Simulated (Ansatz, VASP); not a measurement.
One calculation of Rh, two programs

```
Rh
1.0
     0.00000    1.87303    1.93007
     1.87303    0.00000    1.93007
     1.87303    1.87303    0.00000
Rh
1
Direct
  0.00000 0.00000 0.00000
```

Change from the starting cell: strain -0.015 along x and y, +0.015 along z, atoms carried along.

Alike in both runs: task single point; functional r2SCAN; k mesh 8 × 8 × 8; occupations gaussian, width 0.15 eV; no spin polarisation.

|  | VASP | Ansatz |
| --- | --- | --- |
| version | VASP 6.6.1 | Ansatz 0.2.0 |
| potentials or method | VASP PAW PBE potentials, release 64 (Rh_sv_GW), cutoff 680 eV | scalar-relativistic, plane waves, PAW |
| valence electrons in the cell | 17 | 17 |

VASP gave:

| Item | Value |
| --- | --- |
| gap on the k mesh at the Fermi level (eV) | none |
| pressure (GPa) | 4.9 |
| traceless stress, the component that is largest in VASP (GPa) | -5.01 |

Problem. What did Ansatz give for the same quantities?

Solution. gap on the k mesh at the Fermi level (eV): none; pressure (GPa): 4.8; traceless stress, the component that is largest in VASP (GPa): -5.00.

VASP's potentials were made for PBE, not for r2SCAN. A gap of «none» marks a metal or a gap that the smearing closes. With one functional, cell and mesh, what is left measures potentials, basis and numerics.
